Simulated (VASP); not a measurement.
Crystal: EuCo.

```xyz
4
Lattice="0.0000 3.7222 3.7222 3.7222 0.0000 3.7222 3.7222 3.7222 0.0000" Properties=species:S:1:pos:R:3 pbc="T T T"
Eu    0.0000    0.0000    0.0000
Eu    1.8611    1.8611    1.8611
Co    3.7222    3.7222    3.7222
Co    5.5834    5.5834    5.5834
```

Program: VASP 6.6.1. Alike in all runs: task single point; potentials or basis VASP PAW PBE potentials, release 64 (Eu, Co); spin collinear, ferrimagnetic start; cell as given; k mesh 4 × 4 × 4; cutoff (eV) 520; smearing fermi-dirac 0.1 eV.

Question: Order these runs on this cell by their pressure, lowest first.
A. level PBE
B. level PBEsol
C. level PBE+U; U Eu f U = 4.0 eV

Answer: B (-11.0 GPa), A (-8.1 GPa), C (-6.5 GPa).

Caveats: all runs use coarse meshes; the PAW data sets were made with another functional, which shifts forces and pressure a little (some runs).
